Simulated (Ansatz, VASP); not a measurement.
Nb in VASP and in Ansatz

```
Nb
1.0
    -1.62235    1.62235    1.74715
     1.62235   -1.62235    1.74715
     1.62235    1.62235   -1.74715
Nb
1
Cartesian
  0.0000 0.0000 0.0000
```

Change from the starting cell: strain -0.025 along x and y, +0.050 along z, atoms carried along.

Alike in both runs: task single point; functional PBE; k mesh 20 × 20 × 20; occupations gaussian, width 0.15 eV; no spin polarisation.

|  | VASP | Ansatz |
| --- | --- | --- |
| version | VASP 6.6.1 | Ansatz 0.2.0 |
| potentials or method | VASP PAW PBE potentials, release 64 (Nb_sv), cutoff 520 eV | scalar-relativistic, plane waves, PAW |
| valence electrons in the cell | 13 | 13 |

Ansatz gave:

| Property | Result |
| --- | --- |
| gap on the k mesh at the Fermi level (eV) | none |
| pressure (GPa) | -1.9 |
| traceless stress, the component that is largest in VASP (GPa) | -5.61 |

Problem. Which values does VASP return?

Solution. gap on the k mesh at the Fermi level (eV): none; pressure (GPa): -2.3; traceless stress, the component that is largest in VASP (GPa): -5.57.

A gap of «none» marks a metal or a gap that the smearing closes. The functional is the same, so the differences come from potentials, cutoffs and numerics.
